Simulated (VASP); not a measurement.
# C (C222_1) in VASP: relaxation of cell and atoms with PBE

Aim: the relaxation of cell and atoms of C with PBE.

Program: VASP 6.6.1. These are calculated values, not measurements. Logs are shortened: lines on timing, memory, paths and dates and some standing lists are left out, and cuts for length are marked.

**1. The cell of the first run**

The structure is orthorhombic, space group C222_1 (No. 20). Conventional cell: a = 3.973 Å, b = 4.302 Å, c = 2.345 Å, α = 90.00°, β = 90.00°, γ = 90.00°. C (site symmetry 1) has 4 C at 1.49 to 1.59 Å within 2.0 Å.

**2. Relaxation of cell and atoms, PBE**

INCAR reads:

```
SYSTEM = C
PREC = Accurate ; ENCUT = 600
EDIFF = 1E-7 ; ISMEAR = 0
SIGMA = 0.1 ; LREAL = .False.
LASPH = .True. ; NELM = 100
ALGO = Normal ; ISIF = 3
LWAVE = .False. ; LCHARG = .False.
GGA = PE ; IBRION = 2
NSW = 90 ; EDIFFG = -0.04
```

KPOINTS reads:

```
regular mesh
0
Gamma
  6 6 8
  0 0 0
```

POSCAR reads:

```
C
1.0
    1.9867183600     -2.1510791600      0.0000000000
    1.9867183600      2.1510791600      0.0000000000
    0.0000000000      0.0000000000      2.3446249300
C
4
Direct
    0.4726468500      0.1522683100      0.8654439000
    0.5273531500      0.8477316900      0.3654439000
    0.8477316900      0.5273531500      0.6345561000
    0.1522683100      0.4726468500      0.1345561000
```

Potentials or basis: VASP PAW PBE potentials, release 64 (C).

Launch:

```bash
$ cat potpaw_PBE.64/C/POTCAR > POTCAR
$ mpirun -np 1 vasp_std > vasp.out
```

OUTCAR:

```text
SYSTEM = C
   PREC = Accurate
   ENCUT = 600
   EDIFF = 1E-7
   ISMEAR = 0
   LREAL = .False.
   LASPH = .True.
   NELM = 100
   ISIF = 3
   GGA = PE
   IBRION = 2
   NSW = 90
   EDIFFG = -0.04

 ion  position               nearest neighbor table
   1  0.473  0.152  0.865-   2 1.49   2 1.49   4 1.52   3 1.59
   2  0.527  0.848  0.365-   1 1.49   1 1.49   3 1.52   4 1.59
   3  0.848  0.527  0.635-   4 1.49   4 1.49   2 1.52   1 1.59
   4  0.152  0.473  0.135-   3 1.49   3 1.49   1 1.52   2 1.59

  LATTYP: Found a base centered orthorhombic cell.
 ALAT       =     3.9734367200
 B/A-ratio  =     1.0827297937
 C/A-ratio  =     0.5900748131

  Lattice vectors:

 A1 = (   1.9867183600,  -2.1510791600,   0.0000000000)
 A2 = (   1.9867183600,   2.1510791600,   0.0000000000)
 A3 = (   0.0000000000,   0.0000000000,   2.3446249300)

Analysis of symmetry for initial positions (statically):
=====================================================================
 Subroutine PRICEL returns:
 Original cell was already a primitive cell.

 Routine SETGRP: Setting up the symmetry group for a
 base centered orthorhombic supercell.

 Subroutine GETGRP returns: Found  4 space group operations
 (whereof  2 operations were pure point group operations)
 out of a pool of  8 trial point group operations.

The static configuration has the point symmetry C_2 .
 The point group associated with its full space group is D_2 .

Analysis of symmetry for dynamics (positions and initial velocities):
=====================================================================
 Subroutine PRICEL returns:
 Original cell was already a primitive cell.

 Routine SETGRP: Setting up the symmetry group for a
 base centered orthorhombic supercell.

 Subroutine GETGRP returns: Found  4 space group operations
 (whereof  2 operations were pure point group operations)
 out of a pool of  8 trial point group operations.

The dynamic configuration has the point symmetry C_2 .
 The point group associated with its full space group is D_2 .

 Subroutine INISYM returns: Found  4 space group operations
 (whereof  2 operations are pure point group operations),
 and found     1 'primitive' translations

----------------------------------------------------------------------------------------

                                     Primitive cell

  volume of cell :      20.0399

  direct lattice vectors                    reciprocal lattice vectors
     1.986718360 -2.151079160  0.000000000     0.251671304 -0.232441469  0.000000000
     1.986718360  2.151079160  0.000000000     0.251671304  0.232441469  0.000000000
     0.000000000  0.000000000  2.344624930     0.000000000  0.000000000  0.426507450

  length of vectors
     2.928172023  2.928172023  2.344624930     0.342589378  0.342589378  0.426507450

  position of ions in fractional coordinates (direct lattice)
     0.472646850  0.152268310  0.865443900
     0.527353150  0.847731690  0.365443900
     0.847731690  0.527353150  0.634556100
     0.152268310  0.472646850  0.134556100

  ion indices of the primitive-cell ions
   primitive index   ion index
                 1           1
                 2           2
                 3           3
                 4           4

----------------------------------------------------------------------------------------

 KPOINTS: regular mesh

Automatic generation of k-mesh.
 Grid dimensions read from file:
 generate k-points for:    6    6    8

 Generating k-lattice:

  Cartesian coordinates                     Fractional coordinates (reciprocal lattice)
     0.041945217 -0.038740245  0.000000000     0.166666667 -0.000000000  0.000000000
     0.041945217  0.038740245  0.000000000    -0.000000000  0.166666667  0.000000000
     0.000000000  0.000000000  0.053313431     0.000000000  0.000000000  0.125000000

  Length of vectors
     0.057098230  0.057098230  0.053313431

  Shift w.r.t. Gamma in fractional coordinates (k-lattice)
     0.000000000  0.000000000  0.000000000

 Subroutine IBZKPT returns following result:
 ===========================================

 Found     65 irreducible k-points:

 Following reciprocal coordinates:
            Coordinates               Weight
  0.000000  0.000000  0.000000      1.000000
  0.166667 -0.000000  0.000000      4.000000
  0.333333  0.000000  0.000000      4.000000
  0.500000 -0.000000  0.000000      2.000000
  0.166667  0.166667  0.000000      2.000000
  0.333333  0.166667  0.000000      4.000000
[... 16 lines left out ...]
  0.333333  0.333333  0.125000      4.000000
  0.500000  0.333333  0.125000      8.000000
 [... further k-points ...]
   k-points           NKPTS =     65   k-points in BZ     NKDIM =     65   number of bands    NBANDS=     12
   number of dos      NEDOS =    301   number of ions     NIONS =      4
   total plane-waves  NPLWV =  11520
   dimension x,y,z NGX =    24 NGY =   24 NGZ =   20
   dimension x,y,z NGXF=    48 NGYF=   48 NGZF=   40
   ions per type =               4
   NGX,Y,Z   is equivalent  to a cutoff of  13.63, 13.63, 14.18 a.u.
   NGXF,Y,Z  is equivalent  to a cutoff of  27.25, 27.25, 28.36 a.u.
 SYSTEM =  C
   PREC   = accura    normal or accurate (medium, high low for compatibility)
   ISTART =      0    job   : 0-new  1-cont  2-samecut
   ICHARG =      2    charge: 1-file 2-atom 10-const
   ISPIN  =      1    spin polarized calculation?
   LNONCOLLINEAR =      F non collinear calculations
   LSORBIT =      F    spin-orbit coupling
   LASPH  =      T    aspherical Exc in radial PAW
   ENCUT  =  600.0 eV  44.10 Ry    6.64 a.u.   5.85  5.85  4.68*2*pi/ulx,y,z
   NELM   =    100;   NELMIN=  2; NELMDL= -5     # of ELM steps
   EDIFF  = 0.1E-06   stopping-criterion for ELM
   LREAL  =      F    real-space projection
   EDIFFG = -.4E-01   stopping-criterion for IOM
   NSW    =     90    number of steps for IOM
   IBRION =      2    ionic relax: 0-MD 1-quasi-New 2-CG
   NFREE  =      1    steps in history (QN), initial steepest desc. (CG)
   ISIF   =      3    stress and relaxation
   ISYM   =      2    0-nonsym 1-usesym 2-fastsym
   POTIM  = 0.5000    time-step for ionic-motion
   TEBEG  =    0.0;   TEEND  =   0.0 temperature during run
   PSTRESS=    0.0 pullay stress
   NELECT =      16.0000    total number of electrons
   NUPDOWN=      -1.0000    fix difference up-down
   EMIN   =  10.00;   EMAX   =-10.00  energy-range for DOS
   EFERMI =   0.00;   METHOD = LEGACY
   ISMEAR =     0;   SIGMA  =   0.10  broadening in eV -4-tet -1-fermi 0-gaus
   EFERMI_NEDOS =   21; number of points for ismear=-14 and -15
   IALGO  =     38    algorithm
   IMIX   =      4    mixing-type and parameters
     AMIX     =   0.40;   BMIX     =  1.00
     AMIX_MAG =   1.60;   BMIX_MAG =  1.00
  volume/ion in A,a.u.               =       5.01        33.81
  Fermi-wavevector in a.u.,A,eV,Ry     =   1.518738  2.869998 31.382715  2.306564
  Thomas-Fermi vector in A             =   2.627818
   LORBIT       =      0    0 simple, 1 ext, 2 COOP (PROOUT), +10 PAW based schemes
   GGA     = PE    functional components
   LHFCALC =     F    Hartree Fock is set to
   AEXX    =    0.0000 exact exchange contribution
   IVDW    =     0    specifies the selected vdW correction
   LEPSILON=     F    determine dielectric tensor
   LRPA    =     F    only Hartree local field effects (RPA)
 conjugate gradient relaxation of ions
 non-spin polarized calculation
 Gauss-broadening in eV      SIGMA  =   0.10
  energy-cutoff  :      600.00
  volume of cell :       20.04
 maximum number of plane-waves:       684
   NGX = 11   NGY = 11   NGZ =  9

--------------------------------------- Ionic step        1  -------------------------------------------

 number of electron      16.0000000 magnetization

 Free energy of the ion-electron system (eV)
  ---------------------------------------------------
  ext. energy  EPLUGINS =         0.00000000
  ---------------------------------------------------
  free energy    TOTEN  =       -30.71709887 eV

  energy without entropy =      -30.71709886  energy(sigma->0) =      -30.71709887

------------------------ aborting loop because EDIFF is reached ----------------------------------------

  FORCE on cell =-STRESS in cart. coord.  units (eV):
  Direction    XX          YY          ZZ          XY          YZ          ZX
  --------------------------------------------------------------------------------------
  -------------------------------------------------------------------------------------
  Total       11.0864554      7.7967848     11.3140084      0.0000000      0.0000000      0.0000000
  in kB      886.3540318    623.3472630    904.5467266      0.0000000      0.0000000      0.0000000
  external PRESSURE =     804.7493405 kB  Pullay stress =       0.0000000 kB
[... 25 lines left out ...]
--------------------------------------- Ionic step        2  -------------------------------------------

 number of electron      15.9999999 magnetization

 E-fermi :   8.7592     XC(G=0): -12.2962

 val. band max:        8.4023667338   @ k =   0.5000   0.5000   0.1250
 cond. band min:       9.1250910791   @ k =   0.5000  -0.0000   0.3750
 fundamental gap:      0.7227243453
 Fermi energy:         8.7591811973

 k-point     1 :       0.0000    0.0000    0.0000
  band No.  band energies     occupation
      1     -12.0869      2.00000
      2      -4.3796      2.00000
      3      -1.6273      2.00000
      4      -0.3210      2.00000
      5       3.0847      2.00000
      6       3.0901      2.00000
      7       3.1982      2.00000
      8       8.1265      2.00000
      9       9.2951      0.00000
     10      11.5419      0.00000
     11      13.7613      0.00000
     12      13.8416      0.00000
[... 414 lines left out ...]
  FREE ENERGIE OF THE ION-ELECTRON SYSTEM (eV)
  ---------------------------------------------------
  free  energy   TOTEN  =       -31.8255517815 eV

  energy  without entropy=      -31.8255517815  energy(sigma->0) =      -31.82555178

[... ionic steps 4 to 10 ...]

--------------------------------------- Ionic step       11  -------------------------------------------

 number of electron      15.9999998 magnetization

------------------------ aborting loop because EDIFF is reached ----------------------------------------
[... 71 lines left out ...]
--------------------------------------- Ionic step       13  -------------------------------------------

 number of electron      15.9999998 magnetization

 Free energy of the ion-electron system (eV)
  ---------------------------------------------------
  ext. energy  EPLUGINS =         0.00000000
  ---------------------------------------------------
  free energy    TOTEN  =       -31.98628872 eV

  energy without entropy =      -31.98628872  energy(sigma->0) =      -31.98628872

 E-fermi :  10.7059     XC(G=0): -13.1394

 val. band max:       10.2364661072   @ k =   0.5000   0.5000   0.1250
 cond. band min:      11.3005387762   @ k =   0.0000   0.0000   0.5000
 fundamental gap:      1.0640726690
 Fermi energy:        10.7058529115

 k-point     1 :       0.0000    0.0000    0.0000
  band No.  band energies     occupation
      1     -11.9705      2.00000
      2      -2.7189      2.00000
      3       0.0376      2.00000
      4       0.0837      2.00000
      5       3.3513      2.00000
      6       5.7321      2.00000
      7       5.7569      2.00000
      8       9.6907      2.00000
      9      13.6937      0.00000
     10      13.7662      0.00000
     11      19.1083      0.00000
     12      19.1383      0.00000
[... 376 lines left out ...]
  FREE ENERGIE OF THE ION-ELECTRON SYSTEM (eV)
  ---------------------------------------------------
  free  energy   TOTEN  =       -31.9862887205 eV

  energy  without entropy=      -31.9862887205  energy(sigma->0) =      -31.98628872

 reached required accuracy - stopping structural energy minimisation
```

It took 54 s on 1 thread of Intel Xeon Platinum 8375C at 2.90GHz (Ice Lake), shared host; peak memory 0.14 GiB.

Results:

- Free energy: -31.9863 eV
- Relaxed volume: 5.91 Å³/atom
- Relaxed cell: a = 3.106 Å, b = 3.106 Å, c = 2.452 Å, α = 90.00°, β = 90.00°, γ = 90.03°
- Space group after relaxing (to 0.05 Å): P4_322 (No. 95)
- Energy gained by relaxing: 317.3 meV/atom
- Ionic steps: 13
- Pressure after relaxing: 0.3 GPa
- Largest force after relaxing: 0.021 eV/Å
- Band gap on the k mesh: 1.06 eV, indirect (least direct gap 3.93 eV)

Forces on the atoms (eV/Å):
```
C   -0.021 -0.001  0.003
C    0.021  0.001  0.003
C    0.021 -0.001 -0.003
C   -0.021  0.001 -0.003
```

Stress tensor (GPa, compression positive):
```
0.32 0.00 0.00
0.00 0.17 0.00
0.00 0.00 0.41
```

Step by step:
```
step  energy change (eV)  largest force (eV/Å)  pressure (GPa)  volume (Å³)
   1              0.0000                2.4688           80.47        20.04
   2             -0.2426                0.9941          -47.42        28.25
   3             -1.1085                0.7637           -5.62        23.90
   4             -1.1098                0.7705           -3.72        23.77
   5             -1.2358                0.4508           -3.95        24.04
   6             -1.2532                0.2413           -3.92        23.98
   7             -1.2652                0.2161            2.36        23.57
   8             -1.2670                0.1113            0.66        23.68
   9             -1.2681                0.0634           -0.70        23.70
  10             -1.2683                0.0526           -0.32        23.70
  11             -1.2687                0.0442            0.06        23.67
  12             -1.2689                0.0546            0.47        23.64
  13             -1.2692                0.0213            0.30        23.65
```

Final structure:
```xyz
4
Lattice="2.1955 -2.1966 0.0000 2.1955 2.1966 0.0000 0.0000 0.0000 2.4525" Properties=species:S:1:pos:R:3 pbc="T T T"
C     1.4191   -0.7781    2.1450
C     2.9718    0.7781    0.9188
C     2.9718   -0.7781    1.5337
C     1.4191    0.7781    0.3075
```

Levels at points of the mesh, in eV from the valence-band top:
| k point | band 4 | band 5 | band 6 | band 7 | band 8 | band 9 | band 10 | band 11 | band 12 |
| --- | --- | --- | --- | --- | --- | --- | --- | --- | --- |
| (0.00, 0.00, 0.00) | -10.15 | -6.89 | -4.50 | -4.48 | -0.55 | 3.46 | 3.53 | 8.87 | 8.90 |
| (0.50, 0.00, 0.00) | -7.50 | -6.75 | -5.46 | -3.70 | -3.56 | 4.49 | 4.69 | 7.40 | 9.11 |
| (0.50, 0.50, 0.00) | -11.70 | -3.79 | -3.58 | -1.05 | -1.00 | 5.08 | 6.34 | 6.34 | 8.22 |
| (0.00, 0.00, 0.50) | -9.43 | -6.06 | -6.06 | -5.05 | -5.05 | 1.06 | 1.06 | 6.30 | 6.30 |
| (0.50, 0.00, 0.50) | -13.69 | -6.37 | -6.37 | -3.12 | -3.12 | 2.35 | 2.35 | 3.57 | 3.57 |
| (0.50, 0.50, 0.50) | -12.80 | -11.49 | -11.49 | -5.75 | -5.75 | 6.92 | 6.92 | 7.05 | 7.05 |

Caveat: the volume moved by over 15 % at a fixed basis, so the end points are rough. Expect the measured gap to be larger: semilocal functionals such as PBE lack the derivative discontinuity.
